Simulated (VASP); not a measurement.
A run of VASP 6.6.1:

INCAR

```
PREC = Accurate
ENCUT = 520
EDIFF = 1E-6
ISMEAR = 0
SIGMA = 0.15
LREAL = F
LASPH = T
NELM = 100
ALGO = Fast
ISIF = 2
LWAVE = F
LCHARG = T
GGA = PS
LELF = T
LVHAR = T
NBANDS = 12
```

KPOINTS

```
regular mesh
0
Gamma
  24 24 24
```

POSCAR

```
Cu
1.0
   -1.4860771196      1.4860771196      1.4173638935
    1.4860771196     -1.4860771196      1.4173638935
    1.4860771196      1.4860771196     -1.4173638935
Cu
1
Direct
    0.0000000000      0.0000000000      0.0000000000
```

Potentials or basis: VASP PAW PBE potentials, release 64 (Cu).

Launch:

```sh
$ cat potpaw_PBE.64/Cu/POTCAR > POTCAR
$ mpirun -np 1 vasp_std > vasp.out
```

Hardware: 1 thread of Intel(R) Xeon(R) Platinum 8559C (Emerald Rapids), with other jobs on the host.

Problem. Estimate the wall time of this run.

Solution. Wall time 91 s on 1 thread of Intel(R) Xeon(R) Platinum 8559C (Emerald Rapids) (shared host), peak memory 0.26 GiB. Counts: scf iterations 13, k points 1063.
